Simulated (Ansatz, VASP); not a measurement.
**AlNi3: VASP beside Ansatz**

```
Al Ni
1.0
     0.00000    2.80189    2.80189
     2.80189    0.00000    2.80189
     2.80189    2.80189    0.00000
Al Ni
1 3
Direct
  0.50000 0.50000 0.50000
  0.25000 0.25000 0.25000
  0.00000 0.00000 0.00000
  0.75000 0.75000 0.75000
```

Alike in both runs: task single point; functional PBE; k mesh 18 × 18 × 18; occupations gaussian, width 0.1 eV; no spin polarisation.

|  | VASP | Ansatz |
| --- | --- | --- |
| version | VASP 6.6.1 | Ansatz 0.2.0 |
| potentials or method | VASP PAW PBE potentials, release 64 (Al, Ni), cutoff 520 eV | scalar-relativistic, plane waves, PAW |
| valence electrons in the cell | 33 | 57 |

```tsv
	VASP	Ansatz	Ansatz less VASP
gap on the k mesh at the Fermi level (eV)	none	none	-
pressure (GPa)	7.1	7.1	+0.05
```

A gap of «none» marks a metal or a gap that the smearing closes. VASP's potentials hold 33 valence electrons a cell and Ansatz's 57, so a difference there can come from the potentials and not from the codes.
